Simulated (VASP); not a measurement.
# PbSe (Pm-3m) in VASP: notebook, part 2 of 2

VASP 6.6.1.

### 3 Single point, r2SCAN (strained)

POSCAR

```
PbSe
1.0
    3.7995349744      0.0000000000      0.0000000000
    0.0000000000      3.7995349744      0.0000000000
    0.0000000000      0.0000000000      3.7995349744
Pb Se
1 1
Direct
    0.0000000000      0.0000000000      0.0000000000
    0.5000000000      0.5000000000      0.5000000000
```

INCAR.step1

```
SYSTEM = PbSe
PREC = Accurate
ENCUT = 520
ISMEAR = 0
SIGMA = 0.1
LREAL = .FALSE.
LASPH = .TRUE.
NELM = 80
NBANDS = 17
GGA = PE
ALGO = Normal
EDIFF = 1E-4
LWAVE = .TRUE.
LCHARG = .FALSE.
```

INCAR.step2

```
SYSTEM = PbSe
PREC = Accurate
ENCUT = 520
EDIFF = 1E-6
ISMEAR = 0
SIGMA = 0.1
LREAL = .FALSE.
LASPH = .TRUE.
NELM = 80
ALGO = Normal
ISIF = 2
LWAVE = .FALSE.
LCHARG = .FALSE.
METAGGA = R2SCAN
LMIXTAU = .TRUE.
NBANDS = 17
ISTART = 1
```

KPOINTS

```
Automatic mesh
0
G
  12 12 12
  0 0 0
```

Potentials or basis: VASP PAW PBE potentials, release 64 (Pb_d, Se).

The run is started by

```bash
$ cat potpaw_PBE.64/Pb_d/POTCAR potpaw_PBE.64/Se/POTCAR > POTCAR
$ cp INCAR.step1 INCAR
$ mpirun -np 1 vasp_std > vasp.out
$ cp INCAR.step2 INCAR
$ mpirun -np 1 vasp_std > vasp.out
```

OUTCAR:

```text
SYSTEM = PbSe
   PREC = Accurate
   ENCUT = 520
   EDIFF = 1E-6
   ISMEAR = 0
   LREAL = .FALSE.
   LASPH = .TRUE.
   NELM = 80
   ISIF = 2
   METAGGA = R2SCAN
   ISTART = 1

 ion  position               nearest neighbor table
   1  0.000  0.000  0.000-   2 3.29   2 3.29   2 3.29   2 3.29   2 3.29   2 3.29   2 3.29   2 3.29

   2  0.500  0.500  0.500-   1 3.29   1 3.29   1 3.29   1 3.29   1 3.29   1 3.29   1 3.29   1 3.29

  LATTYP: Found a simple cubic cell.
 ALAT       =     3.7995349744

  Lattice vectors:

 A1 = (   3.7995349744,   0.0000000000,   0.0000000000)
 A2 = (   0.0000000000,   3.7995349744,   0.0000000000)
 A3 = (   0.0000000000,   0.0000000000,   3.7995349744)

Analysis of symmetry for initial positions (statically):
=====================================================================
 Subroutine PRICEL returns:
 Original cell was already a primitive cell.

 Routine SETGRP: Setting up the symmetry group for a
 simple cubic supercell.

 Subroutine GETGRP returns: Found 48 space group operations
 (whereof 48 operations were pure point group operations)
 out of a pool of 48 trial point group operations.

The static configuration has the point symmetry O_h .

Analysis of symmetry for dynamics (positions and initial velocities):
=====================================================================
 Subroutine PRICEL returns:
 Original cell was already a primitive cell.

 Routine SETGRP: Setting up the symmetry group for a
 simple cubic supercell.

 Subroutine GETGRP returns: Found 48 space group operations
 (whereof 48 operations were pure point group operations)
 out of a pool of 48 trial point group operations.

The dynamic configuration has the point symmetry O_h .

 Subroutine INISYM returns: Found 48 space group operations
 (whereof 48 operations are pure point group operations),
 and found     1 'primitive' translations

----------------------------------------------------------------------------------------

                                     Primitive cell

  volume of cell :      54.8519

  direct lattice vectors                    reciprocal lattice vectors
     3.799534974  0.000000000  0.000000000     0.263190103  0.000000000  0.000000000
     0.000000000  3.799534974  0.000000000     0.000000000  0.263190103  0.000000000
     0.000000000  0.000000000  3.799534974     0.000000000  0.000000000  0.263190103

  length of vectors
     3.799534974  3.799534974  3.799534974     0.263190103  0.263190103  0.263190103

  position of ions in fractional coordinates (direct lattice)
     0.000000000  0.000000000  0.000000000
     0.500000000  0.500000000  0.500000000

  ion indices of the primitive-cell ions
   primitive index   ion index
                 1           1
                 2           2

----------------------------------------------------------------------------------------

 KPOINTS: Automatic mesh

Automatic generation of k-mesh.
 Grid dimensions read from file:
 generate k-points for:   12   12   12

 Generating k-lattice:

  Cartesian coordinates                     Fractional coordinates (reciprocal lattice)
     0.021932509  0.000000000  0.000000000     0.083333333  0.000000000  0.000000000
     0.000000000  0.021932509  0.000000000     0.000000000  0.083333333  0.000000000
     0.000000000  0.000000000  0.021932509     0.000000000  0.000000000  0.083333333

  Length of vectors
     0.021932509  0.021932509  0.021932509

  Shift w.r.t. Gamma in fractional coordinates (k-lattice)
     0.000000000  0.000000000  0.000000000

 Subroutine IBZKPT returns following result:
 ===========================================

 Found     84 irreducible k-points:

 Following reciprocal coordinates:
            Coordinates               Weight
  0.000000  0.000000  0.000000      1.000000
  0.083333  0.000000  0.000000      6.000000
  0.166667  0.000000  0.000000      6.000000
  0.250000  0.000000  0.000000      6.000000
  0.333333  0.000000  0.000000      6.000000
  0.416667  0.000000  0.000000      6.000000
[... 16 lines left out ...]
  0.333333  0.333333  0.000000     12.000000
  0.416667  0.333333  0.000000     24.000000
 [... further k-points ...]
   k-points           NKPTS =     84   k-points in BZ     NKDIM =     84   number of bands    NBANDS=     17
   number of dos      NEDOS =    301   number of ions     NIONS =      2
   total plane-waves  NPLWV =  21952
   dimension x,y,z NGX =    28 NGY =   28 NGZ =   28
   dimension x,y,z NGXF=    56 NGYF=   56 NGZF=   56
   ions per type =               1   1
   NGX,Y,Z   is equivalent  to a cutoff of  12.25, 12.25, 12.25 a.u.
   NGXF,Y,Z  is equivalent  to a cutoff of  24.50, 24.50, 24.50 a.u.
 SYSTEM =  PbSe
   PREC   = accura    normal or accurate (medium, high low for compatibility)
   ISTART =      1    job   : 0-new  1-cont  2-samecut
   ICHARG =      0    charge: 1-file 2-atom 10-const
   ISPIN  =      1    spin polarized calculation?
   LNONCOLLINEAR =      F non collinear calculations
   LSORBIT =      F    spin-orbit coupling
   LASPH  =      T    aspherical Exc in radial PAW
   ENCUT  =  520.0 eV  38.22 Ry    6.18 a.u.   7.06  7.06  7.06*2*pi/ulx,y,z
   NELM   =     80;   NELMIN=  2; NELMDL=  0     # of ELM steps
   EDIFF  = 0.1E-05   stopping-criterion for ELM
   LREAL  =      F    real-space projection
   EDIFFG = 0.1E-04   stopping-criterion for IOM
   NSW    =      0    number of steps for IOM
   IBRION =     -1    ionic relax: 0-MD 1-quasi-New 2-CG
   NFREE  =      0    steps in history (QN), initial steepest desc. (CG)
   ISIF   =      2    stress and relaxation
   ISYM   =      2    0-nonsym 1-usesym 2-fastsym
   POTIM  = 0.5000    time-step for ionic-motion
   TEBEG  =    0.0;   TEEND  =   0.0 temperature during run
   PSTRESS=    0.0 pullay stress
   NELECT =      20.0000    total number of electrons
   NUPDOWN=      -1.0000    fix difference up-down
   EMIN   =  10.00;   EMAX   =-10.00  energy-range for DOS
   EFERMI =   0.00;   METHOD = LEGACY
   ISMEAR =     0;   SIGMA  =   0.10  broadening in eV -4-tet -1-fermi 0-gaus
   EFERMI_NEDOS =   21; number of points for ismear=-14 and -15
   IALGO  =     38    algorithm
   IMIX   =      4    mixing-type and parameters
     AMIX     =   0.40;   BMIX     =  1.00
     AMIX_MAG =   1.60;   BMIX_MAG =  1.00
  volume/ion in A,a.u.               =      27.43       185.08
  Fermi-wavevector in a.u.,A,eV,Ry     =   1.169556  2.210141 18.610884  1.367861
  Thomas-Fermi vector in A             =   2.306027
   LORBIT       =      0    0 simple, 1 ext, 2 COOP (PROOUT), +10 PAW based schemes
   METAGGA = R2SCAN    functional components
   LHFCALC =     F    Hartree Fock is set to
   AEXX    =    0.0000 exact exchange contribution
   IVDW    =     0    specifies the selected vdW correction
   LEPSILON=     F    determine dielectric tensor
   LRPA    =     F    only Hartree local field effects (RPA)
 non-spin polarized calculation
 Gauss-broadening in eV      SIGMA  =   0.10
  energy-cutoff  :      520.00
  volume of cell :       54.85
 maximum number of plane-waves:      1498
   NGX = 15   NGY = 15   NGZ = 15

 number of electron      20.0000004 magnetization

 Free energy of the ion-electron system (eV)
  ---------------------------------------------------
  ext. energy  EPLUGINS =         0.00000000
  ---------------------------------------------------
  free energy    TOTEN  =       -71.40990109 eV

  energy without entropy =      -71.40711625  energy(sigma->0) =      -71.40850867

 E-fermi :   5.0600     XC(G=0): -10.3914

 val. band max:        5.0160561387   @ k =   0.5000   0.5000   0.0000
 cond. band min:       5.0942004569   @ k =   0.5000   0.5000   0.4167
 fundamental gap:      0.0781443183
 Fermi energy:         5.0599507282

 k-point     1 :       0.0000    0.0000    0.0000
  band No.  band energies     occupation
      1     -12.5957      2.00000
      2     -12.5957      2.00000
      3     -12.4489      2.00000
      4     -12.4489      2.00000
      5     -12.4489      2.00000
      6      -8.5393      2.00000
[... 9 lines left out ...]
     16      17.0516      0.00000
     17      18.3790      0.00000
[... 441 lines left out ...]
 k-point    24 :       0.4167    0.3333    0.0000
  band No.  band energies     occupation
      1     -12.5488      2.00000
      2     -12.5454      2.00000
      3     -12.4807      2.00000
      4     -12.4726      2.00000
      5     -12.4463      2.00000
      6      -7.0776      2.00000
[... 9 lines left out ...]
     16      15.1128      0.00000
     17      16.2045      0.00000

 [... further k-points ...]

------------------------ aborting loop because EDIFF is reached ----------------------------------------

  FORCE on cell =-STRESS in cart. coord.  units (eV):
  Direction    XX          YY          ZZ          XY          YZ          ZX
  --------------------------------------------------------------------------------------
  -------------------------------------------------------------------------------------
  Total       -0.4566766     -0.4566766     -0.4566766      0.0000000      0.0000000     -0.0000000
  in kB      -13.3391452    -13.3391452    -13.3391452      0.0000000      0.0000000     -0.0000000
  external PRESSURE =     -13.3391452 kB  Pullay stress =       0.0000000 kB

 VOLUME and BASIS-vectors are now :
 -----------------------------------------------------------------------------
  energy-cutoff  :      520.00
  volume of cell :       54.85
      direct lattice vectors                 reciprocal lattice vectors
     3.799534974  0.000000000  0.000000000     0.263190103  0.000000000  0.000000000
     0.000000000  3.799534974  0.000000000     0.000000000  0.263190103  0.000000000
     0.000000000  0.000000000  3.799534974     0.000000000  0.000000000  0.263190103

 POSITION                                       TOTAL-FORCE (eV/Angst)
 -----------------------------------------------------------------------------------
      0.00000      0.00000      0.00000         0.000000      0.000000      0.000000
      1.89977      1.89977      1.89977         0.000000      0.000000      0.000000
 -----------------------------------------------------------------------------------
    total drift:                               -0.000000      0.000000      0.000000

  FREE ENERGIE OF THE ION-ELECTRON SYSTEM (eV)
  ---------------------------------------------------
  free  energy   TOTEN  =       -71.4099010948 eV

  energy  without entropy=      -71.4071162536  energy(sigma->0) =      -71.40850867
```

OUTCAR.step1:

```text
SYSTEM = PbSe
   PREC = Accurate
   ENCUT = 520
   ISMEAR = 0
   LREAL = .FALSE.
   LASPH = .TRUE.
[... 702 lines left out ...]
      0.00000      0.00000      0.00000         0.000000      0.000000      0.000000
      1.89977      1.89977      1.89977         0.000000      0.000000      0.000000
 -----------------------------------------------------------------------------------
    total drift:                                0.000000      0.000000      0.000000

  FREE ENERGIE OF THE ION-ELECTRON SYSTEM (eV)
  ---------------------------------------------------
  free  energy   TOTEN  =        -7.7195032269 eV

  energy  without entropy=       -7.7145995841  energy(sigma->0) =       -7.71705141
```

OSZICAR.step1:

```text
N       E                     dE             d eps       ncg     rms          rms(c)
DAV:   1     0.153818335659E+03    0.15382E+03   -0.96434E+03  2880   0.120E+03
DAV:   2     0.311654792435E+01   -0.15070E+03   -0.14559E+03  3033   0.308E+02
DAV:   3    -0.792525613384E+01   -0.11042E+02   -0.10876E+02  3750   0.872E+01
DAV:   4    -0.817313112319E+01   -0.24787E+00   -0.24767E+00  3515   0.143E+01
DAV:   5    -0.818076662179E+01   -0.76355E-02   -0.76351E-02  3966   0.252E+00    0.288E+00
DAV:   6    -0.772694330275E+01    0.45382E+00   -0.10950E+00  4265   0.690E+00    0.149E+00
DAV:   7    -0.772082555718E+01    0.61177E-02   -0.11593E-01  3256   0.161E+00    0.873E-01
DAV:   8    -0.772124029189E+01   -0.41473E-03   -0.21504E-02  3666   0.135E+00    0.224E-01
DAV:   9    -0.771970564215E+01    0.15346E-02   -0.11831E-02  4147   0.746E-01    0.873E-02
DAV:  10    -0.771955721528E+01    0.14843E-03   -0.20346E-03  3860   0.273E-01    0.405E-02
DAV:  11    -0.771950322691E+01    0.53988E-04   -0.24407E-04  2243   0.954E-02
   1 F= -.77195032E+01 E0= -.77170514E+01  d E =-.490364E-02
```

Run time: 2.9 min. Hardware: 1 thread of AMD EPYC 7R13 (Zen 3), shared host; peak memory 0.2 GiB.

What came out:

```yaml
Free_energy: -71.4099 eV
Pressure: -1.3 GPa
Band_gap_on_the_k_mesh: zero (bands 10 and 11 overlap by 0.45 eV)
```

Levels at points of the mesh, in eV from the Fermi level:
| k point | band 8 | band 9 | band 10 | band 11 | band 12 | band 13 |
| --- | --- | --- | --- | --- | --- | --- |
| (0.00, 0.00, 0.00) | -1.53 | -1.53 | -1.53 | 5.67 | 5.67 | 6.31 |
| (0.50, 0.00, 0.00) | -0.31 | -0.31 | -0.31 | 0.42 | 3.61 | 3.61 |
| (0.50, 0.50, 0.00) | -4.35 | -4.35 | -0.04 | 4.39 | 4.39 | 5.17 |
| (0.50, 0.50, 0.50) | -2.37 | -2.37 | -2.37 | -0.37 | -0.37 | -0.37 |

Caveat: the cell differs from its parent crystal (strained); semilocal functionals underestimate gaps, so a narrow gap can read as zero; the PAW data sets were made with another functional, which shifts forces and pressure a little; spin-orbit coupling is left out, which moves the levels of the heavy elements.
